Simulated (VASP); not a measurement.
Crystal: SiO2.

```
Si O
1.0
    -4.47204    4.47204    2.61177
     4.47204   -4.47204    2.61177
     4.47204    4.47204   -2.61177
Si O
4 8
Direct
  0.82311 0.82311 0.64622
  0.17689 0.82311 0.00000
  0.82311 0.17689 0.00000
  0.17689 0.17689 0.35378
  0.00000 0.79145 0.79145
  0.20855 0.00000 0.20855
  0.79145 0.00000 0.79145
  0.00000 0.20855 0.20855
  0.00000 0.00000 0.50000
  0.50000 0.00000 0.00000
  0.00000 0.50000 0.00000
  0.50000 0.50000 0.50000
```

Base run:

| Quantity | Value |
| --- | --- |
| Program | VASP 6.6.1 |
| Functional | PBE |
| Potentials or basis | VASP PAW PBE potentials, release 64 (Si, O) |
| Cutoff | 520 eV |
| k mesh | 6 × 6 × 6 |
| Occupations | fermi-dirac, width 0.05 eV |
| Spin | no spin polarisation |

Its results: band gap on the k mesh 5.45 eV, indirect (least direct gap 5.46 eV); pressure 3.7 GPa; largest force 0.204 eV/Å.

**Question.** The run is repeated on the same cell with these changes: functional from PBE to LDA; potentials or basis from VASP PAW PBE potentials, release 64 (Si, O) to VASP PAW LDA potentials, release 64 (Si, O). What comes out?

**Answer.** Band gap on the k mesh 5.32 eV, indirect (least direct gap 5.33 eV); pressure -0.9 GPa; largest force 0.028 eV/Å.

A k mesh can miss the band edges.
